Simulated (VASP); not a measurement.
# Ga (P6_3/mmc) in VASP: notebook, part 2 of 2

VASP 6.6.1.

### Step 3. Single point, PBE

INCAR

```
SYSTEM = Ga
PREC     = Accurate       ! precision mode
ENCUT    = 520            ! plane-wave cutoff, eV
EDIFF    = 1E-6           ! SCF threshold, eV
ISMEAR   = -1             ! smearing method
SIGMA    = 0.05           ! smearing width, eV
LREAL    = .False.        ! projectors in reciprocal space
LASPH    = .True.         ! aspherical terms in the spheres
NELM     = 60             ! most SCF steps
ALGO     = Normal         ! electronic algorithm
ISIF     = 2              ! what is computed and relaxed
LWAVE    = .False.        ! write WAVECAR
LCHARG   = .False.        ! write CHGCAR
GGA      = PE             ! functional
NBANDS   = 20             ! bands
```

KPOINTS

```
regular mesh
0
Gamma
  17 17 9
  0 0 0
```

POSCAR

```
Ga
1.0
    2.5301429961      0.0000000000      0.0000000000
   -1.2650714981      2.1911681098      0.0000000000
    0.0000000000      0.0000000000      4.1575958295
Ga
2
Direct
    0.3333333333      0.6666666667      0.2500000000
    0.6666666667      0.3333333333      0.7500000000
```

Potentials or basis: VASP PAW PBE potentials, release 64 (Ga_d).

On the command line:

```console
> cat potpaw_PBE.64/Ga_d/POTCAR > POTCAR
> mpirun -np 1 vasp_std > vasp.out
```

OUTCAR:

```text
SYSTEM = Ga
   PREC = Accurate
   ENCUT = 520
   EDIFF = 1E-6
   ISMEAR = -1
   LREAL = .False.
   LASPH = .True.
   NELM = 60
   ISIF = 2
   GGA = PE

 ion  position               nearest neighbor table
   1  0.333  0.667  0.250-   2 2.54   2 2.54   2 2.54   2 2.54   2 2.54   2 2.54
   2  0.667  0.333  0.750-   1 2.54   1 2.54   1 2.54   1 2.54   1 2.54   1 2.54

  LATTYP: Found a hexagonal cell.
 ALAT       =     2.5301429961
 C/A-ratio  =     1.6432256342

  Lattice vectors:

 A1 = (   2.5301429961,   0.0000000000,   0.0000000000)
 A2 = (  -1.2650714981,   2.1911681098,   0.0000000000)
 A3 = (   0.0000000000,   0.0000000000,   4.1575958295)

Analysis of symmetry for initial positions (statically):
=====================================================================
 Subroutine PRICEL returns:
 Original cell was already a primitive cell.

 Routine SETGRP: Setting up the symmetry group for a
 hexagonal supercell.

 Subroutine GETGRP returns: Found 24 space group operations
 (whereof 12 operations were pure point group operations)
 out of a pool of 24 trial point group operations.

The static configuration has the point symmetry D_3d.
 The point group associated with its full space group is D_6h.

Analysis of symmetry for dynamics (positions and initial velocities):
=====================================================================
 Subroutine PRICEL returns:
 Original cell was already a primitive cell.

 Routine SETGRP: Setting up the symmetry group for a
 hexagonal supercell.

 Subroutine GETGRP returns: Found 24 space group operations
 (whereof 12 operations were pure point group operations)
 out of a pool of 24 trial point group operations.

The dynamic configuration has the point symmetry D_3d.
 The point group associated with its full space group is D_6h.

 Subroutine INISYM returns: Found 24 space group operations
 (whereof 12 operations are pure point group operations),
 and found     1 'primitive' translations

[... 108 lines left out ...]
   EFERMI =   0.00;   METHOD = LEGACY
   ISMEAR =    -1;   SIGMA  =   0.05  broadening in eV -4-tet -1-fermi 0-gaus
   EFERMI_NEDOS =   21; number of points for ismear=-14 and -15
   IALGO  =     38    algorithm
   IMIX   =      4    mixing-type and parameters
     AMIX     =   0.40;   BMIX     =  1.00
     AMIX_MAG =   1.60;   BMIX_MAG =  1.00
  volume/ion in A,a.u.               =      11.52        77.77
  Fermi-wavevector in a.u.,A,eV,Ry     =   1.704165  3.220405 39.513738  2.904178
  Thomas-Fermi vector in A             =   2.783618
   LORBIT       =      0    0 simple, 1 ext, 2 COOP (PROOUT), +10 PAW based schemes
   GGA     = PE    functional components
   LHFCALC =     F    Hartree Fock is set to
   AEXX    =    0.0000 exact exchange contribution
   IVDW    =     0    specifies the selected vdW correction
   LEPSILON=     F    determine dielectric tensor
   LRPA    =     F    only Hartree local field effects (RPA)
 non-spin polarized calculation
  energy-cutoff  :      520.00
  volume of cell :       23.05
 maximum number of plane-waves:       640
 NGX is ok and might be reduce to    20
   NGX =  9   NGY =  9   NGZ = 15

 number of electron      26.0000003 magnetization

 Free energy of the ion-electron system (eV)
  ---------------------------------------------------
  ext. energy  EPLUGINS =         0.00000000
  ---------------------------------------------------
  free energy    TOTEN  =        -3.37826989 eV

  energy without entropy =       -3.37281791  energy(sigma->0) =       -3.37554390

 E-fermi :  11.6380     XC(G=0): -13.7308

 val. band max:       11.6257813378   @ k =   0.3529   0.2353   0.3333
 cond. band min:      11.6650776558   @ k =   0.2941   0.1176   0.1111
 fundamental gap:      0.0392963181
 Fermi energy:        11.6380187960

 k-point     1 :       0.0000    0.0000    0.0000
  band No.  band energies     occupation
      1      -4.9382      2.00000
      2      -4.4539      2.00000
      3      -4.3965      2.00000
      4      -4.3965      2.00000
      5      -4.3394      2.00000
      6      -4.3151      2.00000
[... 541 lines left out ...]
     19      24.1819      0.00000
     20      30.5260      0.00000

 [... further k-points ...]

------------------------ aborting loop because EDIFF is reached ----------------------------------------

  FORCE on cell =-STRESS in cart. coord.  units (eV):
  Direction    XX          YY          ZZ          XY          YZ          ZX
  --------------------------------------------------------------------------------------
  -------------------------------------------------------------------------------------
  Total       11.8925341     11.8925341     11.8878568     -0.0000000      0.0000000      0.0000000
  in kB      826.6505385    826.6505385    826.3254244     -0.0000000      0.0000000      0.0000000
  external PRESSURE =     826.5421671 kB  Pullay stress =       0.0000000 kB

 VOLUME and BASIS-vectors are now :
 -----------------------------------------------------------------------------
  energy-cutoff  :      520.00
  volume of cell :       23.05
      direct lattice vectors                 reciprocal lattice vectors
     2.530142996  0.000000000  0.000000000     0.395234578  0.228188790  0.000000000
    -1.265071498  2.191168110  0.000000000     0.000000000  0.456377580  0.000000000
     0.000000000  0.000000000  4.157595829     0.000000000  0.000000000  0.240523620

 POSITION                                       TOTAL-FORCE (eV/Angst)
 -----------------------------------------------------------------------------------
     -0.00000      1.46078      1.03940         0.000000      0.000000      0.000000
      1.26507      0.73039      3.11820        -0.000000     -0.000000      0.000000
 -----------------------------------------------------------------------------------
    total drift:                                0.000000     -0.000000      0.000000

  FREE ENERGIE OF THE ION-ELECTRON SYSTEM (eV)
  ---------------------------------------------------
  free  energy   TOTEN  =        -3.3782698868 eV

  energy  without entropy=       -3.3728179129  energy(sigma->0) =       -3.37554390
```

stdout:

```text
POSCAR found type information on POSCAR Ga
 POSCAR found :  1 types and       2 ions
 scaLAPACK will be used
 LDA part: xc-table for (Slater+PW92), standard interpolation
 POSCAR, INCAR and KPOINTS ok, starting setup
 FFT: planning ... GRIDC
 FFT: planning ... GRID_SOFT
 FFT: planning ... GRID
 WAVECAR not read
 entering main loop
```

Wall time 84 s (1 thread of Intel Xeon 8259CL, shared host); peak memory 0.18 GiB.

What came out:

- Free energy: -3.3783 eV
- Pressure: 82.7 GPa
- Band gap on the k mesh: zero (bands 13 and 14 overlap by 8.83 eV)

Levels at points of the mesh, in eV from the Fermi level:
| k point | band 9 | band 10 | band 11 | band 12 | band 13 | band 14 | band 15 | band 16 | band 17 | band 18 |
| --- | --- | --- | --- | --- | --- | --- | --- | --- | --- | --- |
| (0.00, 0.00, 0.00) | -15.81 | -15.42 | -15.42 | -7.19 | -5.65 | 14.45 | 14.45 | 16.69 | 16.69 | 16.85 |

Caveat: the cell stands under pressure.
